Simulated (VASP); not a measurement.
Runs of VASP 6.6.1 on GaN. The structure is that of space group Fm-3m (No. 225), or close to it. The cells are those of the table. 

```csv
cell,k mesh,cutoff (eV),smearing,gap on the mesh (eV),pressure (GPa)
"a = 2.926 Å, angles 60.0°, 2 atoms",8 × 8 × 8,600,gaussian 0.1 eV,(a),24.9
"a = 2.877 Å, angles 60.0°, 2 atoms",12 × 12 × 12,520,gaussian 0.02 eV,1.35,43.0
"a = 2.926 Å, angles 60.0°, 2 atoms",12 × 12 × 12,600,gaussian 0.02 eV,(b),24.9
"a = 2.877 Å, angles 60.0°, 2 atoms",8 × 8 × 8,520,gaussian 0.1 eV,1.37,42.9
```

Alike in all rows: task single point; level PBE; potentials or basis VASP PAW PBE potentials, release 64 (Ga_d, N); no spin polarisation.

Q: Fill in the values left out.

A: (a) 1.02; (b) 1.00.

A k mesh can miss the band edges, and the runs leave out spin-orbit coupling on Ga.
